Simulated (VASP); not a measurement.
A run of VASP 6.6.1 is set up as follows.

INCAR

```
SYSTEM = InSb
PREC = Accurate ; ENCUT = 500
EDIFF = 1E-6 ; ISMEAR = 0
SIGMA = 0.1 ; LREAL = .False.
LASPH = .True. ; NELM = 120
ALGO = Normal ; ISIF = 2
LWAVE = .False. ; LCHARG = .False.
GGA = PE ; NBANDS = 16
GGA_COMPAT = .False.
```

KPOINTS

```
Automatic mesh
0
Gamma
  4 4 4
  0 0 0
```

The input POSCAR:

```
InSb
1.0
    0.0000000000      3.0735130000      3.0735130000
    3.0735130000      0.0000000000      3.0735130000
    3.0735130000      3.0735130000      0.0000000000
In Sb
1 1
Direct
    0.0000000000      0.0000000000      0.0000000000
    0.5000000000      0.5000000000      0.5000000000
```

Potentials or basis: VASP PAW PBE potentials, release 64 (In_d, Sb).

Launch:

```bash
$ cat potpaw_PBE.64/In_d/POTCAR potpaw_PBE.64/Sb/POTCAR > POTCAR
$ mpirun -np 1 vasp_std > vasp.out
```

Problem. What does it give for the pressure?

Solution. 1.8 GPa.

Problem. What does it give for the band gap on the k mesh?

Solution. Zero (band 9 reaches 6.87 eV, above the bottom of band 10 at 4.48 eV).

Caveat: the k points lie up to 0.44 Å⁻¹ apart; spin-orbit coupling is left out, which moves the levels of the heavy elements.
